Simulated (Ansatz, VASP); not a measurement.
**InGa5As6 in VASP and in Ansatz**

```xyz
12
Lattice="4.1101 0.0000 0.0000 0.0000 4.1101 0.0000 0.0000 0.0000 17.5135" Properties=species:S:1:pos:R:3 pbc="T T T"
In    2.0550    2.0550    8.7567
Ga    0.0000    0.0000    0.0000
Ga    2.0550    2.0550    2.8456
Ga    0.0000    0.0000    5.6937
Ga    0.0000    0.0000   11.8197
Ga    2.0550    2.0550   14.6679
As    2.0550    0.0000    4.2686
As    0.0000    2.0550    7.1045
As    2.0550    0.0000   10.4090
As    0.0000    2.0550   13.2449
As    2.0550    0.0000   16.0909
As    0.0000    2.0550    1.4226
```

Alike in both runs: functional PBE; k mesh 10 × 10 × 2; occupations fermi-dirac, width 0.15 eV; no spin polarisation.

Ansatz relaxed the structure, and its values are those at the end. VASP's run is a single point on that final structure, the one shown.

|  | VASP | Ansatz |
| --- | --- | --- |
| version | VASP 6.6.1 | Ansatz 0.2.0 |
| potentials or method | VASP PAW PBE potentials, release 64 (In_d, Ga_d, As), cutoff 500 eV | scalar-relativistic, plane waves, PAW |
| valence electrons in the cell | 108 | 168 |

```tsv
	VASP	Ansatz	Ansatz less VASP
gap on the k mesh at the Fermi level (eV)	none	none	-
pressure (GPa)	0.2	0.0	-0.18
```

A gap of «none» marks a metal or a gap that the smearing closes. VASP's potentials hold 108 valence electrons a cell and Ansatz's 168, so a difference there can come from the potentials and not from the codes.
